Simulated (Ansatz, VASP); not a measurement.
## Ti3Zn in VASP and in Ansatz

```
CELL_PARAMETERS angstrom
4.01258 0.07211 0.07211
0.07211 4.01258 0.07211
0.07211 0.07211 4.01258
ATOMIC_POSITIONS crystal
Ti 0.00000 0.50000 0.50000
Ti 0.50000 0.00000 0.50000
Ti 0.50000 0.50000 0.00000
Zn 0.00000 0.00000 0.00000
```

Alike in both runs: task single point; functional LDA; k mesh 12 × 12 × 12; occupations gaussian, width 0.15 eV; no spin polarisation.

|  | VASP | Ansatz |
| --- | --- | --- |
| version | VASP 6.6.1 | Ansatz 0.2.0 |
| potentials or method | VASP PAW LDA potentials, release 64 (Ti_sv, Zn), cutoff 520 eV | scalar-relativistic, plane waves, PAW |
| valence electrons in the cell | 48 | 48 |

|  | VASP | Ansatz | Ansatz less VASP |
| --- | --- | --- | --- |
| gap on the k mesh at the Fermi level (eV) | none | none | - |
| pressure (GPa) | -8.1 | -8.3 | -0.21 |
| traceless stress, the component that is largest in VASP (GPa) | -2.29 | -2.28 | +0.008 |

LDA's correlation is that of Perdew and Zunger in VASP and of Perdew and Wang (1992) in Ansatz. A gap of «none» marks a metal or a gap that the smearing closes.
